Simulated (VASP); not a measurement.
# Cu (Fm-3m) in VASP: further runs

The runs below take Cu through single point, relaxation of cell and atoms, with PBE.

Everything below comes from runs of VASP 6.6.1. Logs are shortened: lines on timing, memory, paths and dates and some standing lists are left out, and cuts for length are marked.

### 1 The cell of the first run

The structure is cubic, space group Fm-3m (No. 225). The conventional cell has a = 3.630 Å, b = 3.630 Å, c = 3.630 Å, α = 90.00°, β = 90.00°, γ = 90.00°. Cu (site symmetry m-3m) has 12 Cu at 2.57 Å within 3.4 Å.

### 2 Single point, PBE

INCAR reads:

```
SYSTEM = Cu
  PREC = Accurate
  ENCUT = 520
  EDIFF = 1E-6
  ISMEAR = 0
  SIGMA = 0.1
  LREAL = .False.
  LASPH = .True.
  NELM = 60
  ALGO = Normal
  ISIF = 2
  LWAVE = .False.
  LCHARG = .True.
  GGA = PE
  LELF = .True.
  LVHAR = .True.
  NBANDS = 12
```

KPOINTS reads:

```
Automatic mesh
0
Gamma
  26 26 26
  0 0 0
```

POSCAR reads:

```
Cu
1.0
    0.0000000000      1.8148576514      1.8148576514
    1.8148576514      0.0000000000      1.8148576514
    1.8148576514      1.8148576514      0.0000000000
Cu
1
Direct
    0.0030000000      0.0030000000      0.0030000000
```

Potentials or basis: VASP PAW PBE potentials, release 64 (Cu).

Run with:

```console
> cat potpaw_PBE.64/Cu/POTCAR > POTCAR
> mpirun -np 1 vasp_std > vasp.out
```

OUTCAR:

```text
SYSTEM = Cu
   PREC = Accurate
   ENCUT = 520
   EDIFF = 1E-6
   ISMEAR = 0
   LREAL = .False.
   LASPH = .True.
   NELM = 60
   ISIF = 2
   GGA = PE

 ion  position               nearest neighbor table
   1  0.003  0.003  0.003-

  LATTYP: Found a face centered cubic cell.
 ALAT       =     3.6297153028

  Lattice vectors:

 A1 = (   0.0000000000,   1.8148576514,   1.8148576514)
 A2 = (   1.8148576514,   0.0000000000,   1.8148576514)
 A3 = (   1.8148576514,   1.8148576514,   0.0000000000)

Analysis of symmetry for initial positions (statically):
=====================================================================
 Subroutine PRICEL returns:
 Original cell was already a primitive cell.

 Routine SETGRP: Setting up the symmetry group for a
 face centered cubic supercell.

 Subroutine GETGRP returns: Found 48 space group operations
 (whereof  6 operations were pure point group operations)
 out of a pool of 48 trial point group operations.

The static configuration has the point symmetry C_3v.
 The point group associated with its full space group is O_h .

Analysis of symmetry for dynamics (positions and initial velocities):
=====================================================================
 Subroutine PRICEL returns:
 Original cell was already a primitive cell.

 Routine SETGRP: Setting up the symmetry group for a
 face centered cubic supercell.

 Subroutine GETGRP returns: Found 48 space group operations
 (whereof  6 operations were pure point group operations)
 out of a pool of 48 trial point group operations.

The dynamic configuration has the point symmetry C_3v.
 The point group associated with its full space group is O_h .

 Subroutine INISYM returns: Found 48 space group operations
 (whereof  6 operations are pure point group operations),
 and found     1 'primitive' translations

----------------------------------------------------------------------------------------

                                     Primitive cell

  volume of cell :      11.9552

  direct lattice vectors                    reciprocal lattice vectors
     0.000000000  1.814857651  1.814857651    -0.275503701  0.275503701  0.275503701
     1.814857651  0.000000000  1.814857651     0.275503701 -0.275503701  0.275503701
     1.814857651  1.814857651  0.000000000     0.275503701  0.275503701 -0.275503701

  length of vectors
     2.566596304  2.566596304  2.566596304     0.477186408  0.477186408  0.477186408

  position of ions in fractional coordinates (direct lattice)
     0.003000000  0.003000000  0.003000000

  ion indices of the primitive-cell ions
   primitive index   ion index
                 1           1

----------------------------------------------------------------------------------------

 KPOINTS: Automatic mesh

Automatic generation of k-mesh.
 Grid dimensions read from file:
 generate k-points for:   26   26   26

 Generating k-lattice:

  Cartesian coordinates                     Fractional coordinates (reciprocal lattice)
    -0.010596296  0.010596296  0.010596296     0.038461538  0.000000000  0.000000000
     0.010596296 -0.010596296  0.010596296     0.000000000  0.038461538  0.000000000
     0.010596296  0.010596296 -0.010596296     0.000000000  0.000000000  0.038461538

  Length of vectors
     0.018353323  0.018353323  0.018353323

  Shift w.r.t. Gamma in fractional coordinates (k-lattice)
     0.000000000  0.000000000  0.000000000

 Subroutine IBZKPT returns following result:
 ===========================================

 Found    511 irreducible k-points:

 Following reciprocal coordinates:
            Coordinates               Weight
  0.000000  0.000000  0.000000      1.000000
  0.038462  0.000000  0.000000      8.000000
  0.076923  0.000000  0.000000      8.000000
  0.115385  0.000000  0.000000      8.000000
  0.153846  0.000000  0.000000      8.000000
  0.192308  0.000000  0.000000      8.000000
[... 16 lines left out ...]
  0.346154  0.038462  0.000000     24.000000
  0.384615  0.038462  0.000000     24.000000
 [... further k-points ...]
   k-points           NKPTS =    511   k-points in BZ     NKDIM =    511   number of bands    NBANDS=     12
   number of dos      NEDOS =    301   number of ions     NIONS =      1
   total plane-waves  NPLWV =   8000
   dimension x,y,z NGX =    20 NGY =   20 NGZ =   20
   dimension x,y,z NGXF=    40 NGYF=   40 NGZF=   40
   ions per type =               1
   NGX,Y,Z   is equivalent  to a cutoff of  12.95, 12.95, 12.95 a.u.
   NGXF,Y,Z  is equivalent  to a cutoff of  25.91, 25.91, 25.91 a.u.
 SYSTEM =  Cu
   PREC   = accura    normal or accurate (medium, high low for compatibility)
   ISTART =      0    job   : 0-new  1-cont  2-samecut
   ICHARG =      2    charge: 1-file 2-atom 10-const
   ISPIN  =      1    spin polarized calculation?
   LNONCOLLINEAR =      F non collinear calculations
   LSORBIT =      F    spin-orbit coupling
   LASPH  =      T    aspherical Exc in radial PAW
   ENCUT  =  520.0 eV  38.22 Ry    6.18 a.u.   4.77  4.77  4.77*2*pi/ulx,y,z
   NELM   =     60;   NELMIN=  2; NELMDL= -5     # of ELM steps
   EDIFF  = 0.1E-05   stopping-criterion for ELM
   LREAL  =      F    real-space projection
[... 7 lines left out ...]
   TEBEG  =    0.0;   TEEND  =   0.0 temperature during run
   PSTRESS=    0.0 pullay stress
   NELECT =      11.0000    total number of electrons
   NUPDOWN=      -1.0000    fix difference up-down
   EMIN   =  10.00;   EMAX   =-10.00  energy-range for DOS
   EFERMI =   0.00;   METHOD = LEGACY
   ISMEAR =     0;   SIGMA  =   0.10  broadening in eV -4-tet -1-fermi 0-gaus
   EFERMI_NEDOS =   21; number of points for ismear=-14 and -15
   IALGO  =     38    algorithm
   IMIX   =      4    mixing-type and parameters
     AMIX     =   0.40;   BMIX     =  1.00
     AMIX_MAG =   1.60;   BMIX_MAG =  1.00
  volume/ion in A,a.u.               =      11.96        80.68
  Fermi-wavevector in a.u.,A,eV,Ry     =   1.592281  3.008976 34.495669  2.535360
  Thomas-Fermi vector in A             =   2.690691
   LORBIT       =      0    0 simple, 1 ext, 2 COOP (PROOUT), +10 PAW based schemes
   GGA     = PE    functional components
   LHFCALC =     F    Hartree Fock is set to
   AEXX    =    0.0000 exact exchange contribution
   IVDW    =     0    specifies the selected vdW correction
   LEPSILON=     F    determine dielectric tensor
   LRPA    =     F    only Hartree local field effects (RPA)
 non-spin polarized calculation
 Gauss-broadening in eV      SIGMA  =   0.10
  energy-cutoff  :      520.00
  volume of cell :       11.96
 maximum number of plane-waves:       332
   NGX =  9   NGY =  9   NGZ =  9

 number of electron      11.0000000 magnetization

 Free energy of the ion-electron system (eV)
  ---------------------------------------------------
  ext. energy  EPLUGINS =         0.00000000
  ---------------------------------------------------
  free energy    TOTEN  =        -3.72915973 eV

  energy without entropy =       -3.72783255  energy(sigma->0) =       -3.72849614

 E-fermi :   7.4554     XC(G=0): -12.6551

 val. band max:        7.4533460192   @ k =  -0.4231   0.1154   0.0385
 cond. band min:       7.4555218219   @ k =   0.4615   0.3846   0.0385
 fundamental gap:      0.0021758027
 Fermi energy:         7.4554277728

 k-point     1 :       0.0000    0.0000    0.0000
  band No.  band energies     occupation
      1      -1.8233      2.00000
      2       4.4460      2.00000
      3       4.4460      2.00000
      4       4.4460      2.00000
      5       5.2525      2.00000
      6       5.2525      2.00000
      7      29.9319      0.00000
      8      32.4817      0.00000
      9      32.4817      0.00000
     10      32.4817      0.00000
     11      34.9644      0.00000
     12      34.9644      0.00000

 k-point     2 :       0.0385    0.0000    0.0000
  band No.  band energies     occupation
      1      -1.7698      2.00000
      2       4.4346      2.00000
      3       4.4563      2.00000
      4       4.4563      2.00000
      5       5.2484      2.00000
      6       5.2484      2.00000
      7      29.6669      0.00000
      8      31.5907      0.00000
      9      32.2896      0.00000
     10      32.2896      0.00000
     11      35.2339      0.00000
     12      35.2339      0.00000

 k-point     3 :       0.0769    0.0000    0.0000
  band No.  band energies     occupation
      1      -1.6100      2.00000
      2       4.4021      2.00000
      3       4.4851      2.00000
      4       4.4851      2.00000
      5       5.2377      2.00000
      6       5.2377      2.00000
      7      28.4648      0.00000
      8      30.8201      0.00000
      9      31.8680      0.00000
     10      31.8680      0.00000
     11      35.8788      0.00000
     12      35.8788      0.00000
[... 286 lines left out ...]
 k-point    23 :       0.3462    0.0385    0.0000
  band No.  band energies     occupation
      1       1.5579      2.00000
      2       4.4019      2.00000
      3       4.5098      2.00000
      4       4.5448      2.00000
      5       5.5467      2.00000
      6       5.6026      2.00000
      7      16.0021      0.00000
      8      28.4729      0.00000
      9      28.6708      0.00000
     10      30.5411      0.00000
     11      33.3470      0.00000
     12      34.9991      0.00000

 k-point    24 :       0.3846    0.0385    0.0000
  band No.  band energies     occupation
      1       1.9891      2.00000
      2       4.4658      2.00000
      3       4.5052      2.00000
      4       4.7338      2.00000
      5       5.6896      2.00000
      6       5.7052      2.00000
      7      14.4171      0.00000
      8      28.4264      0.00000
      9      28.4689      0.00000
     10      29.9914      0.00000
     11      33.0924      0.00000
     12      34.3094      0.00000

 [... further k-points ...]
[... 5 lines left out ...]
  --------------------------------------------------------------------------------------
  -------------------------------------------------------------------------------------
  Total        0.0430179      0.0430179      0.0430179      0.0000000     -0.0000000     -0.0000000
  in kB        5.7650396      5.7650396      5.7650396      0.0000000     -0.0000000     -0.0000000
  external PRESSURE =       5.7650396 kB  Pullay stress =       0.0000000 kB

 VOLUME and BASIS-vectors are now :
 -----------------------------------------------------------------------------
  energy-cutoff  :      520.00
  volume of cell :       11.96
      direct lattice vectors                 reciprocal lattice vectors
     0.000000000  1.814857651  1.814857651    -0.275503701  0.275503701  0.275503701
     1.814857651  0.000000000  1.814857651     0.275503701 -0.275503701  0.275503701
     1.814857651  1.814857651  0.000000000     0.275503701  0.275503701 -0.275503701

 POSITION                                       TOTAL-FORCE (eV/Angst)
 -----------------------------------------------------------------------------------
      0.01089      0.01089      0.01089        -0.000000     -0.000000     -0.000000
 -----------------------------------------------------------------------------------
    total drift:                                0.000043      0.000043      0.000043

  FREE ENERGIE OF THE ION-ELECTRON SYSTEM (eV)
  ---------------------------------------------------
  free  energy   TOTEN  =        -3.7291597264 eV

  energy  without entropy=       -3.7278325478  energy(sigma->0) =       -3.72849614
```

Wall time 100 s (1 thread of Intel Xeon 8259CL, shared host); peak memory 0.18 GiB.

Results:

| Property | Result |
| --- | --- |
| Free energy | -3.7292 eV |
| Pressure | 0.6 GPa |
| Band gap on the k mesh | zero (an odd number of electrons rules out a gap without spin polarisation) |

Levels at points of the mesh, in eV from the Fermi level:
```csv
k point,band 4,band 5,band 6,band 7,band 8,band 9
"(0.00, 0.00, 0.00)",-3.01,-2.20,-2.20,22.48,25.03,25.03
"(0.50, 0.00, 0.00)",-1.65,-1.65,-0.99,3.68,20.97,21.86
"(0.50, 0.50, 0.00)",-1.50,-1.50,1.49,7.01,12.97,12.97
```

### 3 Relaxation of cell and atoms, PBE

This run uses another cell than the first one, of 11.81 Å³/atom.

INCAR reads:

```
SYSTEM = Cu
ALGO = Normal
EDIFF = 1E-6
EDIFFG = -0.003
ENCUT = 600
GGA = PE
IBRION = 2
ISIF = 3
ISMEAR = 0
LASPH = .TRUE.
LCHARG = .FALSE.
LREAL = .FALSE.
LWAVE = .FALSE.
NELM = 80
NSW = 80
PREC = Accurate
SIGMA = 0.1
```

KPOINTS reads:

```
k-points
0
G
  26 26 26
  0 0 0
```

POSCAR reads:

```
Cu
1.0
    0.0000000000      1.8075000000      1.8075000000
    1.8075000000      0.0000000000      1.8075000000
    1.8075000000      1.8075000000      0.0000000000
Cu
1
Direct
    0.0030000000      0.0030000000      0.0030000000
```

Potentials or basis: VASP PAW PBE potentials, release 64 (Cu).

Run with:

```console
> cat potpaw_PBE.64/Cu/POTCAR > POTCAR
> mpirun -np 1 vasp_std > vasp.out
```

Run time: 2.6 min. Hardware: 1 thread of Intel Xeon 8259CL, shared host; peak memory 0.19 GiB.

The run converged. Its results:

| Property | Result |
| --- | --- |
| Free energy | -3.7293 eV |
| Relaxed volume | 12.01 Å³/atom |
| Relaxed cell | a = 2.570 Å, b = 2.570 Å, c = 2.570 Å, α = 60.00°, β = 60.00°, γ = 60.00° |
| Space group after relaxing (to 0.1 Å) | Fm-3m (No. 225) |
| Energy gained by relaxing | 1.4 meV/atom |
| Ionic steps | 3 |
| Pressure after relaxing | 0.0 GPa |
| Band gap on the k mesh | zero (an odd number of electrons rules out a gap without spin polarisation) |

The path:
```tsv
step	energy change (eV)	largest force (eV/Å)	pressure (GPa)	volume (Å³)
1	0.0000	0.0000	2.37	11.81
2	-0.0010	0.0000	-1.25	12.11
3	-0.0014	0.0000	-0.04	12.01
```

Final structure:
```yaml
crystal:
  lattice:
    - [0.00000, 1.81740, 1.81740]
    - [1.81740, 0.00000, 1.81740]
    - [1.81740, 1.81740, 0.00000]
  atoms:
    - { symbol: Cu, position: [0.00300, 0.00300, 0.00300] }
```

Levels at points of the mesh, in eV from the Fermi level:
| k point | band 4 | band 5 | band 6 | band 7 | band 8 | band 9 |
| --- | --- | --- | --- | --- | --- | --- |
| (0.00, 0.00, 0.00) | -3.00 | -2.20 | -2.20 | 22.44 | 24.96 | 24.96 |
| (0.50, 0.00, 0.00) | -1.64 | -1.64 | -0.97 | 3.65 | 20.94 | 21.80 |
| (0.50, 0.50, 0.00) | -1.50 | -1.50 | 1.49 | 6.98 | 12.94 | 12.94 |

The gap in the log of VASP goes by the Fermi energy; the results here count the filled bands.